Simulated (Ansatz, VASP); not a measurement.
## One calculation of Eu3Si, two programs

Contents of INCAR:

```
ALGO = Normal
EDIFF = 1E-7
ENCUT = 520
GGA = PE
ISIF = 2
ISMEAR = 0
ISPIN = 2
IVDW = 12
LASPH = True
LCHARG = False
LMAXMIX = 6
LORBIT = 11
LREAL = False
LWAVE = False
MAGMOM = 7 7 7 0
NBANDS = 40
NELM = 150
PREC = Accurate
SIGMA = 0.05
```

The input KPOINTS:

```
k-points
0
Gamma
  8 8 8
```

POSCAR

```
Eu3Si
1.0
    4.8379082843      0.0000000000      0.0000000000
    0.0000000000      4.8379082843      0.0000000000
    0.0000000000      0.0000000000      4.8379082843
Eu Si
3 1
Direct
    0.0000000000      0.5000000000      0.5000000000
    0.5000000000      0.5000000000      0.0000000000
    0.5000000000      0.0000000000      0.5000000000
    0.0000000000      0.0000000000      0.0000000000
```

Input for Ansatz:

```yaml
crystal:
  lattice:
    - [4.8379082843, 0.0, 0.0]
    - [0.0, 4.8379082843, 0.0]
    - [0.0, 0.0, 4.8379082843]
  atoms:
    - { symbol: Eu, position: [0.0, 0.5, 0.5], spin: 7.0 }
    - { symbol: Eu, position: [0.5, 0.5, 0.0], spin: 7.0 }
    - { symbol: Eu, position: [0.5, 0.0, 0.5], spin: 7.0 }
    - { symbol: Si, position: [0.0, 0.0, 0.0] }
basis:
  ecutwfc: 420
  ecutrho_ratio: 4
kpoints:
  mp_grid: { grid: [8, 8, 8] }
hamiltonian:
  xc: pbe
  dispersion: d3bj
scf:
  occupations: { method: gaussian, width: 0.05 }
  mixing: { preconditioner: ldos }
output:
  forces: true
  stress: true
magnetization:
  spin_polarized: true
```

Alike in both runs: task single point; functional PBE; dispersion D3(BJ); k mesh 8 × 8 × 8; occupations gaussian, width 0.05 eV; collinear spin.

```csv
,VASP,Ansatz
version,VASP 6.6.1,Ansatz 0.2.0
potentials or method,"VASP PAW PBE potentials, release 64 (Eu, Si), cutoff 520 eV","scalar-relativistic, plane waves, PAW"
valence electrons in the cell,55,55
```

VASP gave:

```
pressure (GPa)                                                : -2.3
net moment per atom (μB)                                      : 5.42
size of the moment on the site where the two differ most (μB) : 6.68
```

Problem. Estimate Ansatz's values.

Solution. Pressure (GPa): -2.1; net moment per atom (μB): 5.42; size of the moment on the site where the two differ most (μB): 6.99.

Site moments also hang on the region over which each program counts them.

Neither program's run includes spin-orbit coupling. Noted on VASP's run: too few bands were computed for a metal, which touches its energy and stress.
